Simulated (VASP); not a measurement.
# AlAs (F-43m) in VASP: notebook, part 2 of 2

VASP 6.6.1. The steps go on from the part before.

**5. Single point, PBEsol**

This run uses another cell than the first one, of 23.58 Å³/atom, 1.083 times its volume.

Input file INCAR:

```
SYSTEM = AlAs
ALGO = Normal ; EDIFF = 1E-6
ENCUT = 500 ; GGA = PS
GGA_COMPAT = .FALSE. ; ISIF = 2
ISMEAR = 0 ; LASPH = .TRUE.
LCHARG = .FALSE. ; LREAL = .FALSE.
LWAVE = .FALSE. ; NBANDS = 11
NELM = 120 ; PREC = Accurate
SIGMA = 0.01
```

Input file KPOINTS:

```
k-points
0
G
  6 6 6
  0 0 0
```

Input file POSCAR:

```
AlAs
1.0
    0.0000000000      2.8676463766      2.8676463766
    2.8676463766      0.0000000000      2.8676463766
    2.8676463766      2.8676463766      0.0000000000
Al As
1 1
Direct
    0.0000000000      0.0000000000      0.0000000000
    0.2500000000      0.2500000000      0.2500000000
```

Potentials or basis: VASP PAW PBE potentials, release 64 (Al, As).

Run with:

```sh
cat potpaw_PBE.64/Al/POTCAR potpaw_PBE.64/As/POTCAR > POTCAR
mpirun -np 1 vasp_std > vasp.out
```

OUTCAR:

```text
SYSTEM = AlAs
   EDIFF = 1E-6
   ENCUT = 500
   GGA = PS
   ISIF = 2
   ISMEAR = 0
   LASPH = .TRUE.
   LREAL = .FALSE.
   NELM = 120
   PREC = Accurate

 ion  position               nearest neighbor table
   1  0.000  0.000  0.000-   2 2.48   2 2.48   2 2.48   2 2.48
   2  0.250  0.250  0.250-   1 2.48   1 2.48   1 2.48   1 2.48

  LATTYP: Found a face centered cubic cell.
 ALAT       =     5.7352927532

  Lattice vectors:

 A1 = (   0.0000000000,   2.8676463766,   2.8676463766)
 A2 = (   2.8676463766,   0.0000000000,   2.8676463766)
 A3 = (   2.8676463766,   2.8676463766,   0.0000000000)

Analysis of symmetry for initial positions (statically):
=====================================================================
 Subroutine PRICEL returns:
 Original cell was already a primitive cell.

 Routine SETGRP: Setting up the symmetry group for a
 face centered cubic supercell.

 Subroutine GETGRP returns: Found 24 space group operations
 (whereof 24 operations were pure point group operations)
 out of a pool of 48 trial point group operations.

The static configuration has the point symmetry T_d .

Analysis of symmetry for dynamics (positions and initial velocities):
=====================================================================
 Subroutine PRICEL returns:
 Original cell was already a primitive cell.

 Routine SETGRP: Setting up the symmetry group for a
 face centered cubic supercell.

 Subroutine GETGRP returns: Found 24 space group operations
 (whereof 24 operations were pure point group operations)
 out of a pool of 48 trial point group operations.

The dynamic configuration has the point symmetry T_d .

 Subroutine INISYM returns: Found 24 space group operations
 (whereof 24 operations are pure point group operations),
 and found     1 'primitive' translations

----------------------------------------------------------------------------------------

                                     Primitive cell

  volume of cell :      47.1636

  direct lattice vectors                    reciprocal lattice vectors
     0.000000000  2.867646377  2.867646377    -0.174359016  0.174359016  0.174359016
     2.867646377  0.000000000  2.867646377     0.174359016 -0.174359016  0.174359016
     2.867646377  2.867646377  0.000000000     0.174359016  0.174359016 -0.174359016

  length of vectors
     4.055464398  4.055464398  4.055464398     0.301998674  0.301998674  0.301998674

  position of ions in fractional coordinates (direct lattice)
     0.000000000  0.000000000  0.000000000
     0.250000000  0.250000000  0.250000000

  ion indices of the primitive-cell ions
   primitive index   ion index
                 1           1
                 2           2

----------------------------------------------------------------------------------------

 KPOINTS: k-points

Automatic generation of k-mesh.
 Grid dimensions read from file:
 generate k-points for:    6    6    6

 Generating k-lattice:

  Cartesian coordinates                     Fractional coordinates (reciprocal lattice)
    -0.029059836  0.029059836  0.029059836     0.166666667  0.000000000  0.000000000
     0.029059836 -0.029059836  0.029059836     0.000000000  0.166666667  0.000000000
     0.029059836  0.029059836 -0.029059836     0.000000000  0.000000000  0.166666667

  Length of vectors
     0.050333112  0.050333112  0.050333112

  Shift w.r.t. Gamma in fractional coordinates (k-lattice)
     0.000000000  0.000000000  0.000000000

 Subroutine IBZKPT returns following result:
 ===========================================

 Found     16 irreducible k-points:

 Following reciprocal coordinates:
            Coordinates               Weight
  0.000000  0.000000  0.000000      1.000000
  0.166667  0.000000  0.000000      8.000000
  0.333333  0.000000  0.000000      8.000000
  0.500000  0.000000  0.000000      4.000000
  0.166667  0.166667  0.000000      6.000000
  0.333333  0.166667  0.000000     24.000000
[... 8 lines left out ...]
 -0.333333  0.333333  0.166667     24.000000
 -0.333333  0.500000  0.166667     12.000000
   k-points           NKPTS =     16   k-points in BZ     NKDIM =     16   number of bands    NBANDS=     11
   number of dos      NEDOS =    301   number of ions     NIONS =      2
   total plane-waves  NPLWV =  27000
   dimension x,y,z NGX =    30 NGY =   30 NGZ =   30
   dimension x,y,z NGXF=    60 NGYF=   60 NGZF=   60
   ions per type =               1   1
   NGX,Y,Z   is equivalent  to a cutoff of  12.30, 12.30, 12.30 a.u.
   NGXF,Y,Z  is equivalent  to a cutoff of  24.60, 24.60, 24.60 a.u.
 SYSTEM =  AlAs
   PREC   = accura    normal or accurate (medium, high low for compatibility)
   ISTART =      0    job   : 0-new  1-cont  2-samecut
   ICHARG =      2    charge: 1-file 2-atom 10-const
   ISPIN  =      1    spin polarized calculation?
   LNONCOLLINEAR =      F non collinear calculations
   LSORBIT =      F    spin-orbit coupling
   LASPH  =      T    aspherical Exc in radial PAW
   ENCUT  =  500.0 eV  36.75 Ry    6.06 a.u.   7.39  7.39  7.39*2*pi/ulx,y,z
   NELM   =    120;   NELMIN=  2; NELMDL= -5     # of ELM steps
   EDIFF  = 0.1E-05   stopping-criterion for ELM
   LREAL  =      F    real-space projection
   EDIFFG = 0.1E-04   stopping-criterion for IOM
   NSW    =      0    number of steps for IOM
   IBRION =     -1    ionic relax: 0-MD 1-quasi-New 2-CG
   NFREE  =      0    steps in history (QN), initial steepest desc. (CG)
   ISIF   =      2    stress and relaxation
   ISYM   =      2    0-nonsym 1-usesym 2-fastsym
   POTIM  = 0.5000    time-step for ionic-motion
   TEBEG  =    0.0;   TEEND  =   0.0 temperature during run
   PSTRESS=    0.0 pullay stress
   NELECT =       8.0000    total number of electrons
   NUPDOWN=      -1.0000    fix difference up-down
   EMIN   =  10.00;   EMAX   =-10.00  energy-range for DOS
   EFERMI =   0.00;   METHOD = LEGACY
   ISMEAR =     0;   SIGMA  =   0.01  broadening in eV -4-tet -1-fermi 0-gaus
   EFERMI_NEDOS =   21; number of points for ismear=-14 and -15
   IALGO  =     38    algorithm
   IMIX   =      4    mixing-type and parameters
     AMIX     =   0.40;   BMIX     =  1.00
     AMIX_MAG =   1.60;   BMIX_MAG =  1.00
  volume/ion in A,a.u.               =      23.58       159.14
  Fermi-wavevector in a.u.,A,eV,Ry     =   0.906225  1.712516 11.173692  0.821243
  Thomas-Fermi vector in A             =   2.029887
   LORBIT       =      0    0 simple, 1 ext, 2 COOP (PROOUT), +10 PAW based schemes
   GGA     = PS    functional components
   LHFCALC =     F    Hartree Fock is set to
   AEXX    =    0.0000 exact exchange contribution
   IVDW    =     0    specifies the selected vdW correction
   LEPSILON=     F    determine dielectric tensor
   LRPA    =     F    only Hartree local field effects (RPA)
 non-spin polarized calculation
 Gauss-broadening in eV      SIGMA  =   0.01
  energy-cutoff  :      500.00
  volume of cell :       47.16
 maximum number of plane-waves:      1243
 NGX is ok and might be reduce to    30
   NGX = 15   NGY = 15   NGZ = 15

 number of electron       7.9999999 magnetization

 Free energy of the ion-electron system (eV)
  ---------------------------------------------------
  ext. energy  EPLUGINS =         0.00000000
  ---------------------------------------------------
  free energy    TOTEN  =       -10.04583669 eV

  energy without entropy =      -10.04583669  energy(sigma->0) =      -10.04583669

 E-fermi :   3.5931     XC(G=0):  -9.0433

 val. band max:        3.4810110981   @ k =   0.0000   0.0000   0.0000
 cond. band min:       4.8613029641   @ k =   0.5000   0.5000   0.0000
 fundamental gap:      1.3802918661
 Fermi energy:         3.5930936775

 k-point     1 :       0.0000    0.0000    0.0000
  band No.  band energies     occupation
      1      -8.1908      2.00000
      2       3.4810      2.00000
      3       3.4810      2.00000
      4       3.4810      2.00000
      5       5.1563      0.00000
      6       7.6733      0.00000
      7       7.6733      0.00000
      8       7.6733      0.00000
      9      11.9762      0.00000
     10      12.3899      0.00000
     11      12.3899      0.00000
[... 197 lines left out ...]
 k-point    16 :      -0.3333    0.5000    0.1667
  band No.  band energies     occupation
      1      -6.3162      2.00000
      2      -1.6056      2.00000
      3       0.6422      2.00000
      4       0.8793      2.00000
      5       6.5544      0.00000
      6       7.4602      0.00000
      7      10.3736      0.00000
      8      11.0701      0.00000
      9      13.7338      0.00000
     10      15.4739      0.00000
     11      15.7006      0.00000

------------------------ aborting loop because EDIFF is reached ----------------------------------------

  FORCE on cell =-STRESS in cart. coord.  units (eV):
  Direction    XX          YY          ZZ          XY          YZ          ZX
  --------------------------------------------------------------------------------------
  -------------------------------------------------------------------------------------
  Total       -0.5613692     -0.5613692     -0.5613692     -0.0000000      0.0000000      0.0000000
  in kB      -19.0700744    -19.0700744    -19.0700744     -0.0000000      0.0000000      0.0000000
  external PRESSURE =     -19.0700744 kB  Pullay stress =       0.0000000 kB

 VOLUME and BASIS-vectors are now :
 -----------------------------------------------------------------------------
  energy-cutoff  :      500.00
  volume of cell :       47.16
      direct lattice vectors                 reciprocal lattice vectors
     0.000000000  2.867646377  2.867646377    -0.174359016  0.174359016  0.174359016
     2.867646377  0.000000000  2.867646377     0.174359016 -0.174359016  0.174359016
     2.867646377  2.867646377  0.000000000     0.174359016  0.174359016 -0.174359016

 POSITION                                       TOTAL-FORCE (eV/Angst)
 -----------------------------------------------------------------------------------
      0.00000      0.00000      0.00000         0.000000      0.000000      0.000000
      1.43382      1.43382      1.43382        -0.000000     -0.000000     -0.000000
 -----------------------------------------------------------------------------------
    total drift:                                0.000000      0.000000      0.000000

  FREE ENERGIE OF THE ION-ELECTRON SYSTEM (eV)
  ---------------------------------------------------
  free  energy   TOTEN  =       -10.0458366926 eV

  energy  without entropy=      -10.0458366926  energy(sigma->0) =      -10.04583669
```

OSZICAR:

```text
N       E                     dE             d eps       ncg     rms          rms(c)
DAV:   1     0.127482836784E+02    0.12748E+02   -0.28535E+03   352   0.519E+02
DAV:   2    -0.923639016605E+01   -0.21985E+02   -0.20552E+02   442   0.829E+01
DAV:   3    -0.102979816655E+02   -0.10616E+01   -0.10596E+01   428   0.182E+01
DAV:   4    -0.103074505903E+02   -0.94689E-02   -0.94682E-02   417   0.204E+00
DAV:   5    -0.103076306707E+02   -0.18008E-03   -0.18008E-03   425   0.276E-01    0.316E+00
DAV:   6    -0.100915397802E+02    0.21609E+00   -0.36230E-01   379   0.212E+00    0.180E+00
DAV:   7    -0.100475502082E+02    0.43990E-01   -0.16777E-01   403   0.156E+00    0.645E-01
DAV:   8    -0.100457662002E+02    0.17840E-02   -0.10984E-02   391   0.483E-01    0.970E-02
DAV:   9    -0.100457771284E+02   -0.10928E-04   -0.52970E-04   420   0.121E-01    0.493E-02
DAV:  10    -0.100458327693E+02   -0.55641E-04   -0.61311E-05   404   0.425E-02    0.882E-03
DAV:  11    -0.100458367016E+02   -0.39323E-05   -0.79313E-06   403   0.134E-02    0.467E-03
DAV:  12    -0.100458366926E+02    0.89640E-08   -0.11306E-06   269   0.488E-03
   1 F= -.10045837E+02 E0= -.10045837E+02  d E =-.216622E-58
```

It took 6.5 s on 1 thread of Intel Xeon 6975P-C (Granite Rapids), shared host; peak memory 0.16 GiB.

What came out:

| Property | Result |
| --- | --- |
| Free energy | -10.0458 eV |
| Pressure | -1.9 GPa |
| Band gap on the k mesh | 1.38 eV, indirect (least direct gap 1.68 eV) |

Caveat: the PAW data sets were made with another functional, which shifts forces and pressure a little. PBEsol gaps usually lie below the measured ones, often by a third to a half.

**6. Summary**

```tsv
cell	gap on the mesh (eV)	pressure (GPa)
a = 3.949 Å, angles 60.0°, 2 atoms	1.24	4.2
a = 3.976 Å, angles 60.0°, 2 atoms	1.28	2.4
a = 4.029 Å, angles 60.0°, 2 atoms	1.35	-0.6
a = 4.055 Å, angles 60.0°, 2 atoms	1.38	-1.9
```

Alike in all rows: task single point; level PBEsol; potentials or basis VASP PAW PBE potentials, release 64 (Al, As); no spin polarisation; k mesh 6 × 6 × 6; cutoff (eV) 500; smearing gaussian 0.01 eV.

Caveats: the PAW data sets were made with another functional, which shifts forces and pressure a little.

Total energies depend on the potentials used, so only differences within one code and one set of settings carry meaning.
